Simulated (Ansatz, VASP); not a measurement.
# Two plane-wave programs on Ba2Te2H

```
Ba Te H
1.0
     6.23393    0.00000    0.00000
     0.00000    6.23393    0.00000
     0.00000    0.00000    5.09321
Ba Te H
2 2 1
Direct
  0.50000 0.00000 0.77286
  0.00000 0.50000 0.22714
  0.00000 0.00000 0.50000
  0.50000 0.50000 0.00000
  0.00000 0.00000 0.00000
```

Change from the starting cell: ordered mixture with vacancies on the anion sites of fluorite (P-4m2, No. 115).

Alike in both runs: functional PBE; k mesh 4 × 4 × 4; occupations gaussian, width 0.1 eV; no spin polarisation.

Ansatz relaxed the structure, and its values are those at the end. VASP's run is a single point on that final structure, the one shown.

```csv
,VASP,Ansatz
version,VASP 6.6.1,Ansatz 0.2.0
potentials or method,"VASP PAW PBE potentials, release 64 (Ba_sv, Te, H), cutoff 520 eV","scalar-relativistic, plane waves, PAW"
valence electrons in the cell,33,53
```

```csv
,VASP,Ansatz,Ansatz less VASP
gap on the k mesh at the Fermi level (eV),none,none,-
pressure (GPa),0.4,0.1,-0.30
rms of the force components (eV/Å),0.004,0.000,-0.0034
```

A gap of «none» marks a metal or a gap that the smearing closes. With one functional, cell and mesh, what is left measures potentials, basis and numerics. VASP's potentials hold 33 valence electrons a cell and Ansatz's 53, so a difference there can come from the potentials and not from the codes.

Neither program's run includes spin-orbit coupling.
